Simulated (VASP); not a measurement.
# Ni (P6_3/mmc) in VASP: further runs

The runs below take Ni through single point, with PBE.

All numbers are computed with VASP 6.6.1; they aren't measurements. Logs are shortened: lines on timing, memory, paths and dates and some standing lists are left out, and cuts for length are marked.

## (1) The cell of the first run

It takes space group P6_3/mmc (No. 194, hexagonal). The conventional cell has a = 2.443 Å, b = 2.443 Å, c = 4.016 Å, α = 90.00°, β = 90.00°, γ = 120.00°. Ni (site symmetry -6m2) has 12 Ni at 2.44 to 2.45 Å within 3.2 Å.

This isn't the form of Ni at room conditions, which is fcc.

## (2) Single point, PBE, collinear spin, ferromagnetic start (10.38 Å³/atom)

INCAR reads:

```
SYSTEM = Ni
ALGO = Normal
EDIFF = 1E-7
ENCUT = 520
GGA = PE
ISIF = 2
ISMEAR = -1
ISPIN = 2
LASPH = .True.
LCHARG = .True.
LELF = .True.
LMAXMIX = 4
LORBIT = 11
LREAL = .False.
LVHAR = .True.
LWAVE = .False.
MAGMOM = 1.5 1.5
NBANDS = 21
NELM = 150
PREC = Accurate
SIGMA = 0.05
```

KPOINTS reads:

```
k-points
0
Gamma
  15 15 8
  0 0 0
```

POSCAR reads:

```
Ni
1.0
    2.4431058291      0.0000000000      0.0000000000
   -1.2215529145      2.1157917121      0.0000000000
    0.0000000000      0.0000000000      4.0159058524
Ni
2
Direct
    0.3333333333      0.6666666667      0.2500000000
    0.6666666667      0.3333333333      0.7500000000
```

Potentials or basis: VASP PAW PBE potentials, release 64 (Ni).

Command:

```
$ cat potpaw_PBE.64/Ni/POTCAR > POTCAR
$ mpirun -np 1 vasp_std > vasp.out
```

OUTCAR:

```text
SYSTEM = Ni
   EDIFF = 1E-7
   ENCUT = 520
   GGA = PE
   ISIF = 2
   ISMEAR = -1
   ISPIN = 2
   LASPH = .True.
   LORBIT = 11
   LREAL = .False.
   NELM = 150
   PREC = Accurate

 ion  position               nearest neighbor table
   1  0.333  0.667  0.250-   2 2.45   2 2.45   2 2.45   2 2.45   2 2.45   2 2.45
   2  0.667  0.333  0.750-   1 2.45   1 2.45   1 2.45   1 2.45   1 2.45   1 2.45

  LATTYP: Found a hexagonal cell.
 ALAT       =     2.4431058291
 C/A-ratio  =     1.6437707301

  Lattice vectors:

 A1 = (   2.4431058291,   0.0000000000,   0.0000000000)
 A2 = (  -1.2215529145,   2.1157917121,   0.0000000000)
 A3 = (   0.0000000000,   0.0000000000,   4.0159058524)

Analysis of symmetry for initial positions (statically):
=====================================================================
 Subroutine PRICEL returns:
 Original cell was already a primitive cell.

 Routine SETGRP: Setting up the symmetry group for a
 hexagonal supercell.

 Subroutine GETGRP returns: Found 24 space group operations
 (whereof 12 operations were pure point group operations)
 out of a pool of 24 trial point group operations.

The static configuration has the point symmetry D_3d.
 The point group associated with its full space group is D_6h.

Analysis of symmetry for dynamics (positions and initial velocities):
=====================================================================
 Subroutine PRICEL returns:
 Original cell was already a primitive cell.

 Routine SETGRP: Setting up the symmetry group for a
 hexagonal supercell.

 Subroutine GETGRP returns: Found 24 space group operations
 (whereof 12 operations were pure point group operations)
 out of a pool of 24 trial point group operations.

The dynamic configuration has the point symmetry D_3d.
 The point group associated with its full space group is D_6h.

Analysis of structural, dynamic, and magnetic symmetry:
=====================================================================
 Subroutine PRICEL returns:
 Original cell was already a primitive cell.

 Routine SETGRP: Setting up the symmetry group for a
 hexagonal supercell.

 Subroutine GETGRP returns: Found 24 space group operations
 (whereof 12 operations were pure point group operations)
 out of a pool of 24 trial point group operations.

The overall configuration has the point symmetry D_3d.
 The point group associated with its full space group is D_6h.

 Subroutine INISYM returns: Found 24 space group operations
 (whereof 12 operations are pure point group operations),
 and found     1 'primitive' translations

----------------------------------------------------------------------------------------

                                     Primitive cell

  volume of cell :      20.7586

  direct lattice vectors                    reciprocal lattice vectors
     2.443105829  0.000000000  0.000000000     0.409315056  0.236318158  0.000000000
    -1.221552914  2.115791712  0.000000000     0.000000000  0.472636316  0.000000000
     0.000000000  0.000000000  4.015905852     0.000000000  0.000000000  0.249009822

  length of vectors
     2.443105829  2.443105829  4.015905852     0.472636316  0.472636316  0.249009822

  position of ions in fractional coordinates (direct lattice)
     0.333333333  0.666666667  0.250000000
     0.666666667  0.333333333  0.750000000

  ion indices of the primitive-cell ions
   primitive index   ion index
                 1           1
                 2           2

----------------------------------------------------------------------------------------

 KPOINTS: k-points

Automatic generation of k-mesh.
 Grid dimensions read from file:
 generate k-points for:   15   15    8

 Generating k-lattice:

  Cartesian coordinates                     Fractional coordinates (reciprocal lattice)
     0.027287670  0.015754544  0.000000000     0.066666667  0.000000000  0.000000000
     0.000000000  0.031509088  0.000000000     0.000000000  0.066666667  0.000000000
     0.000000000  0.000000000  0.031126228     0.000000000  0.000000000  0.125000000

  Length of vectors
     0.031509088  0.031509088  0.031126228

  Shift w.r.t. Gamma in fractional coordinates (k-lattice)
     0.000000000  0.000000000  0.000000000

 Subroutine IBZKPT returns following result:
 ===========================================

 Found    135 irreducible k-points:

 Following reciprocal coordinates:
            Coordinates               Weight
  0.000000  0.000000  0.000000      1.000000
  0.066667  0.000000  0.000000      6.000000
  0.133333  0.000000  0.000000      6.000000
  0.200000  0.000000  0.000000      6.000000
  0.266667  0.000000  0.000000      6.000000
  0.333333  0.000000  0.000000      6.000000
[... 16 lines left out ...]
  0.333333  0.200000  0.000000     12.000000
  0.400000  0.200000  0.000000      6.000000
 [... further k-points ...]
   k-points           NKPTS =    135   k-points in BZ     NKDIM =    135   number of bands    NBANDS=     21
   number of dos      NEDOS =    301   number of ions     NIONS =      2
   total plane-waves  NPLWV =   9720
   dimension x,y,z NGX =    18 NGY =   18 NGZ =   30
   dimension x,y,z NGXF=    36 NGYF=   36 NGZF=   60
   ions per type =               2
   NGX,Y,Z   is equivalent  to a cutoff of  12.25, 12.25, 12.42 a.u.
   NGXF,Y,Z  is equivalent  to a cutoff of  24.50, 24.50, 24.84 a.u.
 SYSTEM =  Ni
   PREC   = accura    normal or accurate (medium, high low for compatibility)
   ISTART =      0    job   : 0-new  1-cont  2-samecut
   ICHARG =      2    charge: 1-file 2-atom 10-const
   ISPIN  =      2    spin polarized calculation?
   LNONCOLLINEAR =      F non collinear calculations
   LSORBIT =      F    spin-orbit coupling
   LASPH  =      T    aspherical Exc in radial PAW
   ENCUT  =  520.0 eV  38.22 Ry    6.18 a.u.   4.54  4.54  7.47*2*pi/ulx,y,z
   NELM   =    150;   NELMIN=  2; NELMDL= -5     # of ELM steps
   EDIFF  = 0.1E-06   stopping-criterion for ELM
   LREAL  =      F    real-space projection
   EDIFFG = 0.1E-05   stopping-criterion for IOM
   NSW    =      0    number of steps for IOM
   IBRION =     -1    ionic relax: 0-MD 1-quasi-New 2-CG
   NFREE  =      0    steps in history (QN), initial steepest desc. (CG)
   ISIF   =      2    stress and relaxation
   ISYM   =      2    0-nonsym 1-usesym 2-fastsym
   POTIM  = 0.5000    time-step for ionic-motion
   TEBEG  =    0.0;   TEEND  =   0.0 temperature during run
   PSTRESS=    0.0 pullay stress
   NELECT =      20.0000    total number of electrons
   NUPDOWN=      -1.0000    fix difference up-down
   EMIN   =  10.00;   EMAX   =-10.00  energy-range for DOS
   EFERMI =   0.00;   METHOD = LEGACY
   ISMEAR =    -1;   SIGMA  =   0.05  broadening in eV -4-tet -1-fermi 0-gaus
   EFERMI_NEDOS =   21; number of points for ismear=-14 and -15
   IALGO  =     38    algorithm
   IMIX   =      4    mixing-type and parameters
     AMIX     =   0.40;   BMIX     =  1.00
     AMIX_MAG =   1.60;   BMIX_MAG =  1.00
  volume/ion in A,a.u.               =      10.38        70.04
  Fermi-wavevector in a.u.,A,eV,Ry     =   1.616908  3.055513 35.570947  2.614391
  Thomas-Fermi vector in A             =   2.711418
   LORBIT       =     11    0 simple, 1 ext, 2 COOP (PROOUT), +10 PAW based schemes
   GGA     = PE    functional components
   LHFCALC =     F    Hartree Fock is set to
   AEXX    =    0.0000 exact exchange contribution
   IVDW    =     0    specifies the selected vdW correction
   LEPSILON=     F    determine dielectric tensor
   LRPA    =     F    only Hartree local field effects (RPA)
 spin polarized calculation
  energy-cutoff  :      520.00
  volume of cell :       20.76
 maximum number of plane-waves:       578
   NGX =  9   NGY =  9   NGZ = 15

 number of electron      19.9999983 magnetization       1.2770158

 Free energy of the ion-electron system (eV)
  ---------------------------------------------------
  ext. energy  EPLUGINS =         0.00000000
  ---------------------------------------------------
  free energy    TOTEN  =       -10.87306725 eV

  energy without entropy =      -10.84049900  energy(sigma->0) =      -10.85678313

 E-fermi :  10.0831     XC(G=0): -13.5350

 val. band max:       10.0818000457   @ k =   0.2000   0.2000   0.3750
 cond. band min:      10.0844899948   @ k =   0.4000   0.1333   0.1250
 fundamental gap:      0.0026899491
 Fermi energy:        10.0830557503

 spin component 1

 k-point     1 :       0.0000    0.0000    0.0000
  band No.  band energies     occupation
      1       0.7128      1.00000
      2       4.9664      1.00000
      3       7.5000      1.00000
      4       7.6119      1.00000
      5       7.6119      1.00000
      6       7.8964      1.00000
[... 13 lines left out ...]
     20      36.8726      0.00000
     21      41.5381      0.00000
[... 529 lines left out ...]
 k-point    24 :       0.4000    0.2000    0.0000
  band No.  band energies     occupation
      1       5.8821      1.00000
      2       5.9197      1.00000
      3       5.9518      1.00000
      4       6.8656      1.00000
      5       7.3728      1.00000
      6       7.5294      1.00000
[... 13 lines left out ...]
     20      39.8183      0.00000
     21      44.3203      0.00000

 [... further k-points ...]

 spin component 2

 k-point     1 :       0.0000    0.0000    0.0000
  band No.  band energies     occupation
      1       0.6897      1.00000
      2       5.3699      1.00000
      3       8.2082      1.00000
      4       8.2927      1.00000
      5       8.2927      1.00000
      6       8.5967      1.00000
[... 13 lines left out ...]
     20      36.9643      0.00000
     21      41.6174      0.00000
[... 529 lines left out ...]
 k-point    24 :       0.4000    0.2000    0.0000
  band No.  band energies     occupation
      1       6.2773      1.00000
      2       6.4177      1.00000
      3       6.4617      1.00000
      4       7.2453      1.00000
      5       7.9783      1.00000
      6       8.1064      1.00000
[... 13 lines left out ...]
     20      39.9022      0.00000
     21      44.2486      0.00000

 [... further k-points ...]

------------------------ aborting loop because EDIFF is reached ----------------------------------------

  FORCE on cell =-STRESS in cart. coord.  units (eV):
  Direction    XX          YY          ZZ          XY          YZ          ZX
  --------------------------------------------------------------------------------------
  -------------------------------------------------------------------------------------
  Total        1.4758980      1.4758980      1.4406267      0.0000000      0.0000000      0.0000000
  in kB      113.9116666    113.9116666    111.1893816      0.0000000      0.0000000      0.0000000
  external PRESSURE =     113.0042383 kB  Pullay stress =       0.0000000 kB

 VOLUME and BASIS-vectors are now :
 -----------------------------------------------------------------------------
  energy-cutoff  :      520.00
  volume of cell :       20.76
      direct lattice vectors                 reciprocal lattice vectors
     2.443105829  0.000000000  0.000000000     0.409315056  0.236318158  0.000000000
    -1.221552914  2.115791712  0.000000000     0.000000000  0.472636316  0.000000000
     0.000000000  0.000000000  4.015905852     0.000000000  0.000000000  0.249009822

 POSITION                                       TOTAL-FORCE (eV/Angst)
 -----------------------------------------------------------------------------------
     -0.00000      1.41053      1.00398         0.000000      0.000000      0.000000
      1.22155      0.70526      3.01193        -0.000000     -0.000000      0.000000
 -----------------------------------------------------------------------------------
    total drift:                                0.000000     -0.000000     -0.000000

  FREE ENERGIE OF THE ION-ELECTRON SYSTEM (eV)
  ---------------------------------------------------
  free  energy   TOTEN  =       -10.8730672481 eV

  energy  without entropy=      -10.8404990034  energy(sigma->0) =      -10.85678313

 total charge

# of ion       s       p       d       tot
------------------------------------------
    1        0.518   0.541   8.340   9.398
    2        0.518   0.541   8.340   9.398
--------------------------------------------------
tot          1.036   1.082  16.679  18.797

 magnetization (x)

# of ion       s       p       d       tot
------------------------------------------
    1       -0.004  -0.024   0.674   0.646
    2       -0.004  -0.024   0.674   0.646
--------------------------------------------------
tot         -0.009  -0.049   1.349   1.291
```

Run time: 52 s. Hardware: 1 thread of Intel Xeon 6975P-C (Granite Rapids), shared host; peak memory 0.2 GiB.

Results:

```
Free energy                                           : -10.8731 eV
Pressure                                              : 11.3 GPa
Net moment                                            : 1.28 μB per cell
Site moments                                          : Ni +0.65 μB
Valence electrons inside the program's atomic spheres : Ni 9.40
```

Caveat: the cell stands under pressure.

## (3) Single point, PBE, collinear spin, ferromagnetic start (10.65 Å³/atom)

This run uses another cell than the first one, of 10.65 Å³/atom.

INCAR reads:

```
PREC = Accurate
ENCUT = 520
EDIFF = 1E-7
ISMEAR = -1
SIGMA = 0.05
LREAL = False
LASPH = True
NELM = 150
ALGO = Normal
ISIF = 2
LWAVE = False
LCHARG = False
ISPIN = 2
MAGMOM = 1.5 1.5
LORBIT = 11
LMAXMIX = 4
GGA = PE
NBANDS = 21
```

KPOINTS reads:

```
Automatic mesh
0
Gamma
  15 15 8
```

POSCAR reads:

```
Ni
1.0
    2.4643512940      0.0000000000      0.0000000000
   -1.2321756470      2.1341908244      0.0000000000
    0.0000000000      0.0000000000      4.0508285257
Ni
2
Direct
    0.3333333333      0.6666666667      0.2500000000
    0.6666666667      0.3333333333      0.7500000000
```

Potentials or basis: VASP PAW PBE potentials, release 64 (Ni).

Command:

```
$ cat potpaw_PBE.64/Ni/POTCAR > POTCAR
$ mpirun -np 1 vasp_std > vasp.out
```

It took 50 s on 1 thread of Intel Xeon 6975P-C (Granite Rapids), shared host; peak memory 0.19 GiB.

The run converged. Its results:

```yaml
Free_energy: -10.9010 eV
Pressure: 5.2 GPa
Net_moment: 1.29 μB per cell
Site_moments: Ni +0.65 μB
Valence_electrons_inside_the_program's_atomic_spheres: Ni 9.35
```

Stress tensor (GPa, compression positive):
```
5.30 0.00 0.00
0.00 5.30 0.00
0.00 0.00 5.10
```

Levels at points of the mesh, in eV from the Fermi level:
Spin up:
```csv
k point,band 9,band 10,band 11,band 12,band 13,band 14
"(0.00, 0.00, 0.00)",-1.70,-0.74,-0.74,-0.43,5.70,22.82
"(0.00, 0.00, 0.50)",-1.03,-1.03,-1.03,-1.03,14.44,14.44
```
Spin down:
```csv
k point,band 6,band 7,band 8,band 9,band 10,band 11,band 12,band 13
"(0.00, 0.00, 0.00)",-1.43,-1.43,-1.01,-1.01,-0.48,-0.01,-0.01,6.12
"(0.00, 0.00, 0.50)",-1.77,-1.77,-1.77,-0.31,-0.31,-0.31,-0.31,14.59
```

Caveat: the cell stands under pressure.
